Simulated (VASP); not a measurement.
# Sc2GaN3 (P3m1) in VASP: single point with PBE

Aim: the single point of Sc2GaN3 with PBE.

Program: VASP 6.6.1. These are calculated values, not measurements. Logs are shortened: lines on timing, memory, paths and dates and some standing lists are left out, and cuts for length are marked.

**1. The cell of the first run**

The structure is trigonal, space group P3m1 (No. 156). Conventional cell: a = 3.215 Å, b = 3.215 Å, c = 8.096 Å, α = 90.00°, β = 90.00°, γ = 120.00°. Sc (site symmetry 3m) has 6 N at 2.13 to 2.51 Å and 1 Ga at 2.65 Å within 2.8 Å. Within 2.8 Å of Sc (site symmetry 3m) lie 6 N at 2.09 to 2.44 Å. Ga (site symmetry 3m) has 4 N at 1.85 to 2.09 Å within 2.5 Å. Within 2.8 Å of N (site symmetry 3m) lie 3 Ga at 2.09 Å and 3 Sc at 2.51 Å. Within 2.5 Å of N (site symmetry 3m) lie 1 Ga at 1.85 Å and 3 Sc at 2.09 Å. Within 2.8 Å of N (site symmetry 3m) lie 6 Sc at 2.13 to 2.44 Å.

**2. Single point, PBE**

Contents of INCAR:

```
ALGO = Normal
EDIFF = 1E-6
ENCUT = 600
GGA = PE
GGA_COMPAT = False
ISIF = 2
ISMEAR = 0
LASPH = True
LCHARG = True
LELF = True
LREAL = False
LVHAR = True
LWAVE = False
NBANDS = 34
NELM = 120
PREC = Accurate
SIGMA = 0.15
```

Contents of KPOINTS:

```
k-points
0
Gamma
  4 4 2
```

Contents of POSCAR:

```
Sc2GaN3
1.0
    3.2153135099      0.0000000000      0.0000000000
   -1.6076567550      2.7845431807      0.0000000000
    0.0000000000      0.0000000000      8.0964038392
Sc Ga N
2 1 3
Direct
    0.0000000000      0.0000000000      0.1612101161
    0.3333333333      0.6666666667      0.4871816053
    0.0000000000      0.0000000000      0.8336310031
    0.3333333333      0.6666666667     -0.0475271110
    0.0000000000      0.0000000000      0.6046120207
    0.6666666667      0.3333333333      0.2908923659
```

Potentials or basis: VASP PAW PBE potentials, release 64 (Sc_sv, Ga_d, N).

Launch:

```
> cat potpaw_PBE.64/Sc_sv/POTCAR potpaw_PBE.64/Ga_d/POTCAR potpaw_PBE.64/N/POTCAR > POTCAR
> mpirun -np 1 vasp_std > vasp.out
```

OUTCAR:

```text
EDIFF = 1E-6
   ENCUT = 600
   GGA = PE
   ISIF = 2
   ISMEAR = 0
   LASPH = True
   LREAL = False
   NELM = 120
   PREC = Accurate

 ion  position               nearest neighbor table
   1  0.000  0.000  0.161-   6 2.13   6 2.13   6 2.13   4 2.51   4 2.51   4 2.51   3 2.65   2 3.23
                             2 3.23   2 3.23
   2  0.333  0.667  0.487-   5 2.09   5 2.09   5 2.09   6 2.44   6 2.44   6 2.44   1 3.23   1 3.23
                             1 3.23
   3  0.000  0.000  0.834-   5 1.85   4 2.09   4 2.09   4 2.09   1 2.65
   4  0.333  0.667  0.952-   3 2.09   3 2.09   3 2.09   1 2.51   1 2.51   1 2.51
   5  0.000  0.000  0.605-   3 1.85   2 2.09   2 2.09   2 2.09
   6  0.667  0.333  0.291-   1 2.13   1 2.13   1 2.13   2 2.44   2 2.44   2 2.44

  LATTYP: Found a hexagonal cell.
 ALAT       =     3.2153135099
 C/A-ratio  =     2.5180760179

  Lattice vectors:

 A1 = (   3.2153135099,   0.0000000000,   0.0000000000)
 A2 = (  -1.6076567550,   2.7845431807,   0.0000000000)
 A3 = (   0.0000000000,   0.0000000000,   8.0964038392)

Analysis of symmetry for initial positions (statically):
=====================================================================
 Subroutine PRICEL returns:
 Original cell was already a primitive cell.

 Routine SETGRP: Setting up the symmetry group for a
 hexagonal supercell.

 Subroutine GETGRP returns: Found  6 space group operations
 (whereof  6 operations were pure point group operations)
 out of a pool of 24 trial point group operations.

The static configuration has the point symmetry C_3v.

Analysis of symmetry for dynamics (positions and initial velocities):
=====================================================================
 Subroutine PRICEL returns:
 Original cell was already a primitive cell.

 Routine SETGRP: Setting up the symmetry group for a
 hexagonal supercell.

 Subroutine GETGRP returns: Found  6 space group operations
 (whereof  6 operations were pure point group operations)
 out of a pool of 24 trial point group operations.

The dynamic configuration has the point symmetry C_3v.

 Subroutine INISYM returns: Found  6 space group operations
 (whereof  6 operations are pure point group operations),
 and found     1 'primitive' translations

----------------------------------------------------------------------------------------

                                     Primitive cell

  volume of cell :      72.4886

  direct lattice vectors                    reciprocal lattice vectors
     3.215313510  0.000000000  0.000000000     0.311011662  0.179562667  0.000000000
    -1.607656755  2.784543181  0.000000000     0.000000000  0.359125334  0.000000000
     0.000000000  0.000000000  8.096403839     0.000000000  0.000000000  0.123511626

  length of vectors
     3.215313510  3.215313510  8.096403839     0.359125334  0.359125334  0.123511626

  position of ions in fractional coordinates (direct lattice)
     0.000000000  0.000000000  0.161210116
     0.333333333  0.666666667  0.487181605
     0.000000000  0.000000000  0.833631003
     0.333333333  0.666666667  0.952472889
     0.000000000  0.000000000  0.604612021
     0.666666667  0.333333333  0.290892366

  ion indices of the primitive-cell ions
   primitive index   ion index
                 1           1
                 2           2
                 3           3
                 4           4
                 5           5
                 6           6

----------------------------------------------------------------------------------------

 KPOINTS: k-points

Automatic generation of k-mesh.
 Grid dimensions read from file:
 generate k-points for:    4    4    2

 Generating k-lattice:

  Cartesian coordinates                     Fractional coordinates (reciprocal lattice)
     0.077752916  0.044890667  0.000000000     0.250000000  0.000000000  0.000000000
     0.000000000  0.089781334  0.000000000     0.000000000  0.250000000  0.000000000
     0.000000000  0.000000000  0.061755813     0.000000000  0.000000000  0.500000000

  Length of vectors
     0.089781334  0.089781334  0.061755813

  Shift w.r.t. Gamma in fractional coordinates (k-lattice)
     0.000000000  0.000000000  0.000000000

 Subroutine IBZKPT returns following result:
 ===========================================

 Found      8 irreducible k-points:

 Following reciprocal coordinates:
            Coordinates               Weight
  0.000000  0.000000  0.000000      1.000000
  0.250000  0.000000  0.000000      6.000000
  0.500000  0.000000  0.000000      3.000000
  0.250000  0.250000  0.000000      6.000000
  0.000000  0.000000  0.500000      1.000000
  0.250000  0.000000  0.500000      6.000000
  0.500000  0.000000  0.500000      3.000000
  0.250000  0.250000  0.500000      6.000000
   k-points           NKPTS =      8   k-points in BZ     NKDIM =      8   number of bands    NBANDS=     34
   number of dos      NEDOS =    301   number of ions     NIONS =      6
   total plane-waves  NPLWV =  54880
   dimension x,y,z NGX =    28 NGY =   28 NGZ =   70
   dimension x,y,z NGXF=    56 NGYF=   56 NGZF=  140
   ions per type =               2   1   3
   NGX,Y,Z   is equivalent  to a cutoff of  14.48, 14.48, 14.37 a.u.
   NGXF,Y,Z  is equivalent  to a cutoff of  28.95, 28.95, 28.75 a.u.
 SYSTEM =  unknown system
   PREC   = accura    normal or accurate (medium, high low for compatibility)
   ISTART =      0    job   : 0-new  1-cont  2-samecut
   ICHARG =      2    charge: 1-file 2-atom 10-const
   ISPIN  =      1    spin polarized calculation?
   LNONCOLLINEAR =      F non collinear calculations
   LSORBIT =      F    spin-orbit coupling
   LASPH  =      T    aspherical Exc in radial PAW
   ENCUT  =  600.0 eV  44.10 Ry    6.64 a.u.   6.42  6.42 16.17*2*pi/ulx,y,z
   NELM   =    120;   NELMIN=  2; NELMDL= -5     # of ELM steps
   EDIFF  = 0.1E-05   stopping-criterion for ELM
   LREAL  =      F    real-space projection
   EDIFFG = 0.1E-04   stopping-criterion for IOM
   NSW    =      0    number of steps for IOM
   IBRION =     -1    ionic relax: 0-MD 1-quasi-New 2-CG
   NFREE  =      0    steps in history (QN), initial steepest desc. (CG)
   ISIF   =      2    stress and relaxation
   ISYM   =      2    0-nonsym 1-usesym 2-fastsym
   POTIM  = 0.5000    time-step for ionic-motion
   TEBEG  =    0.0;   TEEND  =   0.0 temperature during run
   PSTRESS=    0.0 pullay stress
   NELECT =      50.0000    total number of electrons
   NUPDOWN=      -1.0000    fix difference up-down
   EMIN   =  10.00;   EMAX   =-10.00  energy-range for DOS
   EFERMI =   0.00;   METHOD = LEGACY
   ISMEAR =     0;   SIGMA  =   0.15  broadening in eV -4-tet -1-fermi 0-gaus
   EFERMI_NEDOS =   21; number of points for ismear=-14 and -15
   IALGO  =     38    algorithm
   IMIX   =      4    mixing-type and parameters
     AMIX     =   0.40;   BMIX     =  1.00
     AMIX_MAG =   1.60;   BMIX_MAG =  1.00
  volume/ion in A,a.u.               =      12.08        81.53
  Fermi-wavevector in a.u.,A,eV,Ry     =   1.446466  2.733425 28.466994  2.092265
  Thomas-Fermi vector in A             =   2.564532
   LORBIT       =      0    0 simple, 1 ext, 2 COOP (PROOUT), +10 PAW based schemes
   GGA     = PE    functional components
   LHFCALC =     F    Hartree Fock is set to
   AEXX    =    0.0000 exact exchange contribution
   IVDW    =     0    specifies the selected vdW correction
   LEPSILON=     F    determine dielectric tensor
   LRPA    =     F    only Hartree local field effects (RPA)
 non-spin polarized calculation
 Gauss-broadening in eV      SIGMA  =   0.15
  energy-cutoff  :      600.00
  volume of cell :       72.49
 maximum number of plane-waves:      2436
 NGX is ok and might be reduce to    28
   NGX = 13   NGY = 13   NGZ = 33

 number of electron      49.9999995 magnetization

 Free energy of the ion-electron system (eV)
  ---------------------------------------------------
  ext. energy  EPLUGINS =         0.00000000
  ---------------------------------------------------
  free energy    TOTEN  =       -47.61365353 eV

  energy without entropy =      -47.61365353  energy(sigma->0) =      -47.61365353

 E-fermi :   5.3619     XC(G=0): -11.4975

 val. band max:        4.6897146888   @ k =   0.0000   0.0000   0.0000
 cond. band min:       6.7125770456   @ k =   0.5000   0.0000   0.0000
 fundamental gap:      2.0228623567
 Fermi energy:         5.3618861681

 k-point     1 :       0.0000    0.0000    0.0000
  band No.  band energies     occupation
      1     -43.4838      2.00000
      2     -42.7462      2.00000
      3     -22.3214      2.00000
      4     -21.9176      2.00000
      5     -21.9176      2.00000
      6     -21.4989      2.00000
[... 26 lines left out ...]
     33      10.4059      0.00000
     34      10.4059      0.00000

 k-point     2 :       0.2500    0.0000    0.0000
  band No.  band energies     occupation
      1     -43.4561      2.00000
      2     -42.7175      2.00000
      3     -22.2711      2.00000
      4     -22.1459      2.00000
      5     -21.9664      2.00000
      6     -21.4864      2.00000
[... 26 lines left out ...]
     33      10.7735      0.00000
     34      11.0831      0.00000

 k-point     3 :       0.5000    0.0000    0.0000
  band No.  band energies     occupation
      1     -43.4282      2.00000
      2     -42.6885      2.00000
      3     -22.3820      2.00000
      4     -22.2037      2.00000
      5     -22.0146      2.00000
      6     -21.6869      2.00000
[... 26 lines left out ...]
     33      10.5980      0.00000
     34      10.6627      0.00000

 k-point     4 :       0.2500    0.2500    0.0000
  band No.  band energies     occupation
      1     -43.4282      2.00000
      2     -42.6886      2.00000
      3     -22.2986      2.00000
      4     -22.2002      2.00000
      5     -22.1053      2.00000
      6     -21.6011      2.00000
[... 26 lines left out ...]
     33      10.6248      0.00000
     34      11.4672      0.00000

 k-point     5 :       0.0000    0.0000    0.5000
  band No.  band energies     occupation
      1     -43.4838      2.00000
      2     -42.7462      2.00000
      3     -22.3205      2.00000
      4     -21.9176      2.00000
      5     -21.9176      2.00000
      6     -21.5001      2.00000
[... 26 lines left out ...]
     33      10.4810      0.00000
     34      10.4820      0.00000

 k-point     6 :       0.2500    0.0000    0.5000
  band No.  band energies     occupation
      1     -43.4561      2.00000
      2     -42.7175      2.00000
      3     -22.2707      2.00000
      4     -22.1460      2.00000
      5     -21.9664      2.00000
      6     -21.4866      2.00000
[... 26 lines left out ...]
     33      10.8595      0.00000
     34      10.9795      0.00000

 k-point     7 :       0.5000    0.0000    0.5000
  band No.  band energies     occupation
      1     -43.4282      2.00000
      2     -42.6886      2.00000
      3     -22.3820      2.00000
      4     -22.2040      2.00000
      5     -22.0146      2.00000
      6     -21.6865      2.00000
[... 26 lines left out ...]
     33      10.5089      0.00000
     34      10.7352      0.00000

 k-point     8 :       0.2500    0.2500    0.5000
  band No.  band energies     occupation
      1     -43.4282      2.00000
      2     -42.6886      2.00000
      3     -22.2986      2.00000
      4     -22.2005      2.00000
      5     -22.1053      2.00000
      6     -21.6007      2.00000
[... 26 lines left out ...]
     33      10.5204      0.00000
     34      11.0303      0.00000

------------------------ aborting loop because EDIFF is reached ----------------------------------------

  FORCE on cell =-STRESS in cart. coord.  units (eV):
  Direction    XX          YY          ZZ          XY          YZ          ZX
  --------------------------------------------------------------------------------------
  -------------------------------------------------------------------------------------
  Total        0.2132456      0.2132456      0.1130759     -0.0000000      0.0000000      0.0000000
  in kB        4.7132578      4.7132578      2.4992591     -0.0000000      0.0000000      0.0000000
  external PRESSURE =       3.9752583 kB  Pullay stress =       0.0000000 kB

 VOLUME and BASIS-vectors are now :
 -----------------------------------------------------------------------------
  energy-cutoff  :      600.00
  volume of cell :       72.49
      direct lattice vectors                 reciprocal lattice vectors
     3.215313510  0.000000000  0.000000000     0.311011662  0.179562667  0.000000000
    -1.607656755  2.784543181  0.000000000     0.000000000  0.359125334  0.000000000
     0.000000000  0.000000000  8.096403839     0.000000000  0.000000000  0.123511626

 POSITION                                       TOTAL-FORCE (eV/Angst)
 -----------------------------------------------------------------------------------
      0.00000      0.00000      1.30522        -0.000000      0.000000     -0.045832
     -0.00000      1.85636      3.94442        -0.000000     -0.000000     -0.048693
      0.00000      0.00000      6.74941        -0.000000      0.000000     -0.035956
     -0.00000      1.85636      7.71161         0.000000      0.000000      0.007601
      0.00000      0.00000      4.89518        -0.000000      0.000000      0.084009
      1.60766      0.92818      2.35518         0.000000      0.000000      0.038871
 -----------------------------------------------------------------------------------
    total drift:                                0.000000      0.000000     -0.000354

  FREE ENERGIE OF THE ION-ELECTRON SYSTEM (eV)
  ---------------------------------------------------
  free  energy   TOTEN  =       -47.6136535308 eV

  energy  without entropy=      -47.6136535308  energy(sigma->0) =      -47.61365353
```

Run time: 23 s. Hardware: 1 thread of Intel Xeon 6975P-C (Granite Rapids), shared host; peak memory 0.22 GiB.

What came out:

```yaml
Free_energy: -47.6137 eV
Pressure: 0.4 GPa
Largest_force: 0.084 eV/Å
Band_gap_on_the_k_mesh: 2.02 eV (least direct gap 2.38 eV)
```

Forces in eV/Å, atoms in the order of the input:
```
Sc   0.000  0.000 -0.046
Sc   0.000  0.000 -0.049
Ga   0.000  0.000 -0.036
N    0.000  0.000  0.008
N    0.000  0.000  0.084
N    0.000  0.000  0.039
```

Caveat: the k points lie up to 0.56 Å⁻¹ apart. A k mesh can miss the band edges.
